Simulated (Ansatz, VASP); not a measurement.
One calculation of Li3ClO, two programs

```
Li Cl O
1.0
     3.67789    0.00000    0.00000
     0.00000    3.67789    0.00000
     0.00000    0.00000    4.41346
Li Cl O
3 1 1
Direct
  0.00000 0.50000 0.50000
  0.50000 0.00000 0.50000
  0.50000 0.50000 0.00000
  0.00000 0.00000 0.00000
  0.50000 0.50000 0.50000
```

Alike in both runs: task single point; functional LDA; k mesh 6 × 6 × 6; occupations gaussian, width 0.05 eV; no spin polarisation.

```csv
,VASP,Ansatz
version,VASP 6.6.1,Ansatz 0.2.0
potentials or method,"VASP PAW LDA potentials, release 64 (Li_sv, Cl, O), cutoff 520 eV","scalar-relativistic, plane waves, PAW"
valence electrons in the cell,22,22
```

VASP gave:

```
gap on the k mesh at the Fermi level (eV) : 3.98
least direct gap on the mesh (eV)         : 4.12
```

Estimate Ansatz's values.

gap on the k mesh at the Fermi level (eV): 3.98; least direct gap on the mesh (eV): 4.13.

LDA's correlation is that of Perdew and Zunger in VASP and of Perdew and Wang (1992) in Ansatz.

Noted on VASP's run: the cutoff is short for stress, so the pressure is rough.
